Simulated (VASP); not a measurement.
# SbS3 (Pm-3m) in VASP: density of states with PBE

Aim: the density of states of SbS3 with PBE.

All numbers are computed with VASP 6.6.1; they aren't measurements. Logs are shortened: lines on timing, memory, paths and dates and some standing lists are left out, and cuts for length are marked.

**1. The cell of the first run**

Symmetry: Pm-3m, No. 221, cubic system. The conventional cell has a = 5.060 Å, b = 5.060 Å, c = 5.060 Å, α = 90.00°, β = 90.00°, γ = 90.00°. Sb (site symmetry m-3m) has 6 S at 2.53 Å within 3.3 Å. S (site symmetry 4/mmm) has 2 Sb at 2.53 Å within 3.3 Å.

**2. Density of states, PBE**

POSCAR reads:

```
SbS3
1.0
    5.0601469276      0.0000000000      0.0000000000
    0.0000000000      5.0601469276      0.0000000000
    0.0000000000      0.0000000000      5.0601469276
Sb S
1 3
Direct
    0.0000000000      0.0000000000      0.0000000000
    0.5000000000      0.0000000000      0.0000000000
    0.0000000000      0.5000000000      0.0000000000
    0.0000000000      0.0000000000      0.5000000000
```

INCAR.step1 reads:

```
PREC     = Accurate       # precision mode
ENCUT    = 520            # plane-wave cutoff, eV
EDIFF    = 1E-6           # SCF threshold, eV
ISMEAR   = 0              # smearing method
SIGMA    = 0.1            # smearing width, eV
LREAL    = F              # projectors in reciprocal space
LASPH    = T              # aspherical terms in the spheres
NELM     = 60             # most SCF steps
ALGO     = Normal         # electronic algorithm
ISIF     = 2              # what is computed and relaxed
LWAVE    = F              # write WAVECAR
LCHARG   = T              # write CHGCAR
GGA      = PE             # functional
NBANDS   = 20             # bands
```

KPOINTS.step1 reads:

```
Automatic mesh
0
Gamma
  10 10 10
```

INCAR.step2 reads:

```
PREC     = Accurate       # precision mode
ENCUT    = 520            # plane-wave cutoff, eV
EDIFF    = 1E-6           # SCF threshold, eV
ISMEAR   = -5             # smearing method
SIGMA    = 0.1            # smearing width, eV
LREAL    = F              # projectors in reciprocal space
LASPH    = T              # aspherical terms in the spheres
NELM     = 60             # most SCF steps
ALGO     = Normal         # electronic algorithm
ISIF     = 2              # what is computed and relaxed
LWAVE    = F              # write WAVECAR
LCHARG   = F              # write CHGCAR
GGA      = PE             # functional
LORBIT   = 11             # projections on sites
NBANDS   = 20             # bands
NEDOS    = 2001           # points of the DOS
ICHARG   = 11             # starting density
```

KPOINTS.step2 reads:

```
Automatic mesh
0
Gamma
  15 15 15
```

Potentials or basis: VASP PAW PBE potentials, release 64 (Sb, S).

On the command line:

```console
> cat potpaw_PBE.64/Sb/POTCAR potpaw_PBE.64/S/POTCAR > POTCAR
> cp INCAR.step1 INCAR
> cp KPOINTS.step1 KPOINTS
> mpirun -np 1 vasp_std > vasp.out
> cp INCAR.step2 INCAR
> cp KPOINTS.step2 KPOINTS
> mpirun -np 1 vasp_std > vasp.out
```

OUTCAR:

```text
PREC = Accurate
   ENCUT = 520
   EDIFF = 1E-6
   ISMEAR = -5
   LREAL = F
   LASPH = T
   NELM = 60
   ISIF = 2
   GGA = PE
   LORBIT = 11
   ICHARG = 11

 ion  position               nearest neighbor table
   1  0.000  0.000  0.000-   2 2.53   3 2.53   4 2.53   4 2.53   3 2.53   2 2.53
   2  0.500  0.000  0.000-   1 2.53   1 2.53
   3  0.000  0.500  0.000-   1 2.53   1 2.53
   4  0.000  0.000  0.500-   1 2.53   1 2.53

  LATTYP: Found a simple cubic cell.
 ALAT       =     5.0601469276

  Lattice vectors:

 A1 = (   5.0601469276,   0.0000000000,   0.0000000000)
 A2 = (   0.0000000000,   5.0601469276,   0.0000000000)
 A3 = (   0.0000000000,   0.0000000000,   5.0601469276)

Analysis of symmetry for initial positions (statically):
=====================================================================
 Subroutine PRICEL returns:
 Original cell was already a primitive cell.

 Routine SETGRP: Setting up the symmetry group for a
 simple cubic supercell.

 Subroutine GETGRP returns: Found 48 space group operations
[... 9 lines left out ...]

 Routine SETGRP: Setting up the symmetry group for a
 simple cubic supercell.

 Subroutine GETGRP returns: Found 48 space group operations
[... 11 lines left out ...]
                                     Primitive cell

  volume of cell :     129.5655

  direct lattice vectors                    reciprocal lattice vectors
     5.060146928  0.000000000  0.000000000     0.197622720  0.000000000  0.000000000
     0.000000000  5.060146928  0.000000000     0.000000000  0.197622720  0.000000000
     0.000000000  0.000000000  5.060146928     0.000000000  0.000000000  0.197622720

  length of vectors
     5.060146928  5.060146928  5.060146928     0.197622720  0.197622720  0.197622720

  position of ions in fractional coordinates (direct lattice)
     0.000000000  0.000000000  0.000000000
     0.500000000  0.000000000  0.000000000
     0.000000000  0.500000000  0.000000000
     0.000000000  0.000000000  0.500000000

  ion indices of the primitive-cell ions
   primitive index   ion index
                 1           1
                 2           2
                 3           3
                 4           4

----------------------------------------------------------------------------------------

 KPOINTS: Automatic mesh

Automatic generation of k-mesh.
 Grid dimensions read from file:
 generate k-points for:   15   15   15

 Generating k-lattice:

  Cartesian coordinates                     Fractional coordinates (reciprocal lattice)
     0.013174848  0.000000000  0.000000000     0.066666667  0.000000000  0.000000000
     0.000000000  0.013174848  0.000000000     0.000000000  0.066666667  0.000000000
     0.000000000  0.000000000  0.013174848     0.000000000  0.000000000  0.066666667

  Length of vectors
     0.013174848  0.013174848  0.013174848

  Shift w.r.t. Gamma in fractional coordinates (k-lattice)
     0.000000000  0.000000000  0.000000000

 TETIRR: Found   1667 inequivalent tetrahedra from    20250

 Subroutine IBZKPT returns following result:
 ===========================================

 Found    120 irreducible k-points:

 Following reciprocal coordinates:
            Coordinates               Weight
  0.000000  0.000000  0.000000      1.000000
  0.066667  0.000000  0.000000      6.000000
  0.133333  0.000000  0.000000      6.000000
  0.200000  0.000000  0.000000      6.000000
  0.266667  0.000000  0.000000      6.000000
  0.333333  0.000000  0.000000      6.000000
[... 16 lines left out ...]
  0.266667  0.200000  0.000000     24.000000
  0.333333  0.200000  0.000000     24.000000
 [... further k-points ...]
   k-points           NKPTS =    120   k-points in BZ     NKDIM =    120   number of bands    NBANDS=     20
   number of dos      NEDOS =   2001   number of ions     NIONS =      4
   total plane-waves  NPLWV =  64000
   dimension x,y,z NGX =    40 NGY =   40 NGZ =   40
   dimension x,y,z NGXF=    80 NGYF=   80 NGZF=   80
   ions per type =               1   3
   NGX,Y,Z   is equivalent  to a cutoff of  13.14, 13.14, 13.14 a.u.
   NGXF,Y,Z  is equivalent  to a cutoff of  26.28, 26.28, 26.28 a.u.
 SYSTEM =  unknown system
   PREC   = accura    normal or accurate (medium, high low for compatibility)
   ISTART =      0    job   : 0-new  1-cont  2-samecut
   ICHARG =     11    charge: 1-file 2-atom 10-const
   ISPIN  =      1    spin polarized calculation?
   LNONCOLLINEAR =      F non collinear calculations
   LSORBIT =      F    spin-orbit coupling
   LASPH  =      T    aspherical Exc in radial PAW
   ENCUT  =  520.0 eV  38.22 Ry    6.18 a.u.   9.41  9.41  9.41*2*pi/ulx,y,z
   NELM   =     60;   NELMIN=  2; NELMDL=  0     # of ELM steps
   EDIFF  = 0.1E-05   stopping-criterion for ELM
   LREAL  =      F    real-space projection
   EDIFFG = 0.1E-04   stopping-criterion for IOM
   NSW    =      0    number of steps for IOM
   IBRION =     -1    ionic relax: 0-MD 1-quasi-New 2-CG
   NFREE  =      0    steps in history (QN), initial steepest desc. (CG)
   ISIF   =      2    stress and relaxation
   ISYM   =      2    0-nonsym 1-usesym 2-fastsym
   POTIM  = 0.5000    time-step for ionic-motion
   TEBEG  =    0.0;   TEEND  =   0.0 temperature during run
   PSTRESS=    0.0 pullay stress
   NELECT =      23.0000    total number of electrons
   NUPDOWN=      -1.0000    fix difference up-down
   EMIN   =  10.00;   EMAX   =-10.00  energy-range for DOS
   EFERMI =   0.00;   METHOD = LEGACY
   ISMEAR =    -5;   SIGMA  =   0.10  broadening in eV -4-tet -1-fermi 0-gaus
   EFERMI_NEDOS =   21; number of points for ismear=-14 and -15
   IALGO  =     38    algorithm
   IMIX   =      4    mixing-type and parameters
     AMIX     =   0.40;   BMIX     =  1.00
     AMIX_MAG =   1.60;   BMIX_MAG =  1.00
  volume/ion in A,a.u.               =      32.39       218.59
  Fermi-wavevector in a.u.,A,eV,Ry     =   0.920070  1.738681 11.517730  0.846529
  Thomas-Fermi vector in A             =   2.045335
   LORBIT       =     11    0 simple, 1 ext, 2 COOP (PROOUT), +10 PAW based schemes
   GGA     = PE    functional components
   LHFCALC =     F    Hartree Fock is set to
   AEXX    =    0.0000 exact exchange contribution
   IVDW    =     0    specifies the selected vdW correction
   LEPSILON=     F    determine dielectric tensor
   LRPA    =     F    only Hartree local field effects (RPA)
 non-spin polarized calculation
 Fermi weights with tetrahedron method with Bloechl corrections
  energy-cutoff  :      520.00
  volume of cell :      129.57
 maximum number of plane-waves:      3519
 NGX is ok and might be reduce to    40

 number of electron      22.9999996 magnetization

 Free energy of the ion-electron system (eV)
  ---------------------------------------------------
  ext. energy  EPLUGINS =         0.00000000
  ---------------------------------------------------
  free energy    TOTEN  =       -13.69835236 eV

  energy without entropy =      -13.69835236  energy(sigma->0) =      -13.69835236

 E-fermi :   0.9450     XC(G=0):  -7.5842

 val. band max:        0.9596144161   @ k =   0.2667   0.2667   0.2667
 cond. band min:       0.9386323325   @ k =   0.4667   0.4667   0.2667
 fundamental gap:     -0.0209820836
 Fermi energy:         0.9450042026

 k-point     1 :       0.0000    0.0000    0.0000
  band No.  band energies     occupation
      1     -12.8390      2.00000
      2     -10.0378      2.00000
      3     -10.0378      2.00000
      4      -4.3683      2.00000
      5      -4.3674      2.00000
      6      -4.3674      2.00000
[... 12 lines left out ...]
     19       9.1285      0.00000
     20       9.6405      0.00000

 k-point     2 :       0.0667    0.0000    0.0000
  band No.  band energies     occupation
      1     -12.8239      2.00000
      2     -10.0685      2.00000
      3     -10.0373      2.00000
      4      -4.8496      2.00000
      5      -4.3611      2.00000
      6      -4.3611      2.00000
[... 12 lines left out ...]
     19       9.1886      0.00000
     20       9.3150      0.00000

 k-point     3 :       0.1333    0.0000    0.0000
  band No.  band energies     occupation
      1     -12.7794      2.00000
      2     -10.1571      2.00000
      3     -10.0359      2.00000
      4      -5.2473      2.00000
      5      -4.3428      2.00000
      6      -4.3428      2.00000
[... 12 lines left out ...]
     19       9.1725      0.00000
     20       9.3658      0.00000

 k-point     4 :       0.2000    0.0000    0.0000
  band No.  band energies     occupation
      1     -12.7087      2.00000
      2     -10.2929      2.00000
      3     -10.0337      2.00000
      4      -5.5604      2.00000
      5      -4.3153      2.00000
      6      -4.3153      2.00000
[... 12 lines left out ...]
     19       9.1929      0.00000
     20       9.6497      0.00000

 k-point     5 :       0.2667    0.0000    0.0000
  band No.  band energies     occupation
      1     -12.6178      2.00000
      2     -10.4586      2.00000
      3     -10.0312      2.00000
      4      -5.7943      2.00000
      5      -4.2829      2.00000
      6      -4.2829      2.00000
[... 12 lines left out ...]
     19       9.1937      0.00000
     20       9.7065      0.00000
[... 353 lines left out ...]
      6      -3.5123      2.00000
[... 12 lines left out ...]
     19       8.8895      0.00000
     20       9.6233      0.00000

 k-point    22 :       0.2000    0.2000    0.0000
  band No.  band energies     occupation
      1     -12.5736      2.00000
      2     -10.3652      2.00000
      3     -10.1818      2.00000
      4      -6.3018      2.00000
      5      -4.2627      2.00000
      6      -3.3841      2.00000
[... 12 lines left out ...]
     19       8.9580      0.00000
     20       9.4959      0.00000

 k-point    23 :       0.2667    0.2000    0.0000
  band No.  band energies     occupation
      1     -12.4785      2.00000
      2     -10.4822      2.00000
      3     -10.2144      2.00000
      4      -6.5357      2.00000
      5      -4.2300      2.00000
      6      -3.1480      2.00000
[... 12 lines left out ...]
     19       9.1227      0.00000
     20       9.5510      0.00000

 k-point    24 :       0.3333    0.2000    0.0000
  band No.  band energies     occupation
      1     -12.3726      2.00000
      2     -10.6321      2.00000
      3     -10.2246      2.00000
      4      -6.7059      2.00000
      5      -4.1977      2.00000
      6      -3.0093      2.00000
[... 12 lines left out ...]
     19       9.3180      0.00000
     20       9.4960      0.00000

 [... further k-points ...]
[... 5 lines left out ...]
  --------------------------------------------------------------------------------------
  -------------------------------------------------------------------------------------
  Total       -0.0602752     -0.0602752     -0.0602752      0.0000000      0.0000000     -0.0000000
  in kB       -0.7453493     -0.7453493     -0.7453493      0.0000000      0.0000000     -0.0000000
  external PRESSURE =      -0.7453493 kB  Pullay stress =       0.0000000 kB

 VOLUME and BASIS-vectors are now :
 -----------------------------------------------------------------------------
  energy-cutoff  :      520.00
  volume of cell :      129.57
      direct lattice vectors                 reciprocal lattice vectors
     5.060146928  0.000000000  0.000000000     0.197622720  0.000000000  0.000000000
     0.000000000  5.060146928  0.000000000     0.000000000  0.197622720  0.000000000
     0.000000000  0.000000000  5.060146928     0.000000000  0.000000000  0.197622720

 POSITION                                       TOTAL-FORCE (eV/Angst)
 -----------------------------------------------------------------------------------
      0.00000      0.00000      0.00000         0.000000      0.000000      0.000000
      2.53007      0.00000      0.00000         0.000000      0.000000      0.000000
      0.00000      2.53007      0.00000         0.000000      0.000000      0.000000
      0.00000      0.00000      2.53007         0.000000      0.000000      0.000000
 -----------------------------------------------------------------------------------
    total drift:                                0.000000      0.000000     -0.000000

  FREE ENERGIE OF THE ION-ELECTRON SYSTEM (eV)
  ---------------------------------------------------
  free  energy   TOTEN  =       -13.6983523569 eV

  energy  without entropy=      -13.6983523569  energy(sigma->0) =      -13.69835236

 total charge

# of ion       s       p       d       tot
------------------------------------------
    1        1.156   0.975   0.123   2.253
    2        1.376   2.252   0.000   3.628
    3        1.376   2.252   0.000   3.628
    4        1.376   2.252   0.000   3.628
--------------------------------------------------
tot          5.284   7.731   0.123  13.137
```

Wall time 4.5 min (1 thread of Intel Xeon 6975P-C, shared host); peak memory 0.42 GiB.

Results:

- Valence electrons inside the program's atomic spheres: Sb 2.25; S 3.63

Caveat: spin-orbit coupling is left out, which moves the levels of the heavy elements; tetrahedron occupations give inexact forces and stress in metals.
